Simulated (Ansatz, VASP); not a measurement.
Two plane-wave programs on AlN

```
CELL_PARAMETERS angstrom
3.45185 0.00000 0.00000
-1.72593 2.98939 0.00000
0.00000 0.00000 4.05972
ATOMIC_POSITIONS crystal
Al 0.33333 0.66667 0.75000
Al 0.66667 0.33333 0.25000
N 0.33333 0.66667 0.25000
N 0.66667 0.33333 0.75000
```

Alike in both runs: task single point; functional PBEsol; k mesh 9 × 9 × 6; occupations gaussian, width 0.05 eV; no spin polarisation.

|  | VASP | Ansatz |
| --- | --- | --- |
| version | VASP 6.6.1 | Ansatz 0.2.0 |
| potentials or method | VASP PAW PBE potentials, release 64 (Al, N), cutoff 520 eV | scalar-relativistic, plane waves, PAW |
| valence electrons in the cell | 16 | 16 |

|  | VASP | Ansatz | Ansatz less VASP |
| --- | --- | --- | --- |
| gap on the k mesh at the Fermi level (eV) | 3.06 | 3.05 | -0.009 |
| least direct gap on the mesh (eV) | 3.06 | 3.05 | -0.009 |
| pressure (GPa) | -13.0 | -13.0 | +0.02 |
| traceless stress, the component that is largest in VASP (GPa) | 7.34 | 7.27 | -0.078 |

VASP's potentials were made for PBE, not for PBEsol, and Ansatz warns of the same on its side.
